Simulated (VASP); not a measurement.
# Ca: relaxation of cell and atoms with PBE

Ca:

```xyz
1
Lattice="0.0000 2.7950 2.7950 2.7950 0.0000 2.7950 2.7950 2.7950 0.0000" Properties=species:S:1:pos:R:3 pbc="T T T"
Ca    0.0000    0.0000    0.0000
```

```
Program                : VASP 6.6.1
Task                   : relaxation of cell and atoms
Functional             : PBE
Potentials or basis    : VASP PAW PBE potentials, release 64 (Ca_sv)
Cutoff                 : 500 eV
k mesh                 : 7 × 7 × 7
Occupations            : fermi-dirac, width 0.05 eV
Spin                   : no spin polarisation
Target pressure        : 10 GPa
Dipole correction      : no
Further INCAR settings : ALGO = Normal; EDIFF = 1e-07; IBRION = 2; EDIFFG = -0.03; NSW = 80; ISIF = 3
```

| Property | Result |
| --- | --- |
| Relaxed volume | 29.94 Å³/atom |
| Relaxed cell | a = 3.485 Å, b = 3.485 Å, c = 3.485 Å, α = 60.00°, β = 60.00°, γ = 60.00° |
| Space group after relaxing (to 0.1 Å) | Fm-3m (No. 225) |
| Energy change on relaxing (the run minimises the enthalpy) | +306.0 meV/atom |
| Ionic steps | 3 |
| Pressure after relaxing | 10.1 GPa |

The path:
```
step  energy change (eV)  largest force (eV/Å)  pressure (GPa)  volume (Å³)
   1              0.0000                0.0000           -0.53        43.67
   2              0.4530                0.0000           13.56        27.93
   3              0.3060                0.0000           10.07        29.94
```

Final structure:
```yaml
crystal:
  lattice:
    - [0.00000, 2.46445, 2.46445]
    - [2.46445, 0.00000, 2.46445]
    - [2.46445, 2.46445, 0.00000]
  atoms:
    - { symbol: Ca, position: [0.00000, 0.00000, 0.00000] }
```

Levels at points of the mesh, in eV from the Fermi level:
```
           k point  band 3  band 4  band 5  band 6  band 7  band 8
(0.00, 0.00, 0.00)  -22.15  -22.15   -4.63    2.70    2.70    2.70
```

Wall time 24 s on 1 thread of AMD EPYC 7R13 Processor (Zen 3), with other jobs on the host, peak memory 0.14 GiB.

Caveat: the cell is relaxed towards a set pressure, so the run minimises the enthalpy, not the energy; the volume moved by over 15 % at a fixed basis, so the end points are rough.
